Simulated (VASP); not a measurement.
A run of VASP 6.6.1 is set up as follows.

INCAR

```
SYSTEM = Zn
PREC = Accurate
ENCUT = 520
EDIFF = 1E-6
ISMEAR = 1
SIGMA = 0.6
LREAL = .FALSE.
LASPH = .TRUE.
NELM = 100
ALGO = Normal
ISIF = 2
LWAVE = .FALSE.
LCHARG = .TRUE.
GGA = CA
LELF = .TRUE.
LVHAR = .TRUE.
NBANDS = 19
```

Contents of KPOINTS:

```
regular mesh
0
G
  14 14 7
  0 0 0
```

Contents of POSCAR:

```
Zn
1.0
    2.5709734941      0.0000000000      0.0000000000
   -1.2854867470      2.2265283583      0.0000000000
    0.0000000000      0.0000000000      4.7361908757
Zn
2
Direct
    0.3333333333      0.6666666667      0.2500000000
    0.6666666667      0.3333333333      0.7500000000
```

Potentials or basis: VASP PAW LDA potentials, release 64 (Zn).

Launch:

```console
$ cat potpaw_LDA.64/Zn/POTCAR > POTCAR
$ mpirun -np 1 vasp_std > vasp.out
```

Q: What does it give for the band gap on the k mesh?

A: Zero (band 12 reaches 5.21 eV, above the bottom of band 13 at 0.86 eV).

Q: Estimate the pressure.

A: 0.7 GPa.

Stress tensor (GPa, compression positive):
```
 1.13  0.00  0.00
 0.00  1.13  0.00
 0.00  0.00 -0.12
```
